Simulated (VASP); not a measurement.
Wanted: the native input for a VASP 6.6.1 run.

```yaml
Task: single point
Functional: LDA
Potentials_or_basis: VASP PAW LDA potentials, release 64 (Al, Si)
Cutoff: 520 eV
k_mesh: 4 × 4 × 1
Occupations: gaussian, width 0.05 eV
Spin: no spin polarisation
Dipole_correction: no
Further_INCAR_settings: LREAL = Auto; ALGO = Normal; EDIFF = 1e-06; NBANDS = 40
```

The structure of Al16Si lies in POSCAR:

```
Al16Si
1.0
    5.7275650000      0.0000000000      0.0000000000
    2.8637820000      4.9602170000      0.0000000000
    0.0000000000      0.0000000000     19.0148060000
Al Si
16 1
Direct
    0.0000000000      0.0000000000      0.0525905970
    0.5000000873      0.0000000000      0.0525905970
   -0.0000000504      0.5000001008      0.0525905970
    0.5000000369      0.5000001008      0.0525905970
    0.1637605476      0.1708935315      0.1709113940
    0.6656587432      0.1708751855      0.1709072919
    0.1670390319      0.6661994828      0.1719974424
    0.6676543136      0.6649156680      0.1711948573
   -0.1705970917      0.3415441300      0.2876281777
    0.3329144705      0.3346406014      0.2853409075
   -0.1746718277      0.8406307627      0.2890360806
    0.3343825797      0.8406237066      0.2890586420
   -0.0121176337      0.0245457003      0.4089153473
    0.5131880554     -0.0259555177      0.4114857654
    0.0318902775      0.4948422619      0.4029049258
    0.4735770918      0.4946352145      0.4029590415
    0.7250381222      0.5502426608      0.4948539575
```

These files were run (other wordings do the same):

INCAR

```
ALGO = Normal
EDIFF = 1E-6
ENCUT = 520
ISIF = 2
ISMEAR = 0
LASPH = True
LCHARG = False
LREAL = Auto
LWAVE = False
NBANDS = 40
NELM = 60
PREC = Accurate
SIGMA = 0.05
```

KPOINTS

```
k-points
0
Gamma
  4 4 1
```

Potentials or basis: VASP PAW LDA potentials, release 64 (Al, Si).

Run with:

```console
$ cat potpaw_LDA.64/Al/POTCAR potpaw_LDA.64/Si/POTCAR > POTCAR
$ mpirun -np 1 vasp_std > vasp.out
```

It gave:

| Property | Result |
| --- | --- |
| Largest force | 0.205 eV/Å |
| Band gap on the k mesh | zero (band 26 reaches 2.11 eV, above the bottom of band 27 at 1.57 eV) |

It took 6.6 min on 1 thread of Intel(R) Xeon(R) Platinum 8259CL CPU @ 2.50GHz (Skylake/Cascade Lake) (shared host), peak memory 0.55 GiB.
